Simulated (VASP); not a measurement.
Wanted: the native input for a VASP 6.6.1 run.

- Task: single point
- Functional: PBE
- Dispersion: D3(BJ)
- Potentials or basis: VASP PAW PBE potentials, release 64 (Pt, Se)
- Cutoff: 520 eV
- k mesh: 15 × 15 × 10
- Occupations: gaussian, width 0.1 eV
- Spin: no spin polarisation
- Dipole correction: no
- Further INCAR settings: ALGO = Normal; EDIFF = 1e-06; NBANDS = 18

The structure of PtSe2 lies in POSCAR:

```
PtSe2
1.0
    3.7014376185      0.0000000000      0.0000000000
   -1.8507188093      3.2055390082      0.0000000000
    0.0000000000      0.0000000000      4.4066143889
Pt Se
1 2
Direct
    0.0000000000      0.0000000000      0.0000000000
    0.3333333333      0.6666666667      0.2847631190
    0.6666666667      0.3333333333      0.7152368810
```

The input as run:

INCAR

```
ALGO = Normal ; EDIFF = 1E-6
ENCUT = 520 ; GGA = PE
ISIF = 2 ; ISMEAR = 0
IVDW = 12 ; LASPH = T
LCHARG = F ; LREAL = F
LWAVE = F ; NBANDS = 18
NELM = 100 ; PREC = Accurate
SIGMA = 0.1
```

KPOINTS

```
k-points
0
Gamma
  15 15 10
```

Potentials or basis: VASP PAW PBE potentials, release 64 (Pt, Se).

Run with:

```bash
$ cat potpaw_PBE.64/Pt/POTCAR potpaw_PBE.64/Se/POTCAR > POTCAR
$ mpirun -np 1 vasp_std > vasp.out
```

Results of the run:

| Item | Value |
| --- | --- |
| Pressure | 12.9 GPa |
| Largest force | 0.008 eV/Å |
| Band gap on the k mesh | zero (bands 11 and 12 overlap by 0.96 eV) |
| Dispersion energy per atom | -0.559 eV |

Caveat: the cell stands under pressure; spin-orbit coupling is left out, which moves the levels of the heavy elements.

Run time: 2.1 min on 1 thread of Intel(R) Xeon(R) Platinum 8375C CPU @ 2.90GHz (Ice Lake), on a shared host, peak memory 0.36 GiB.
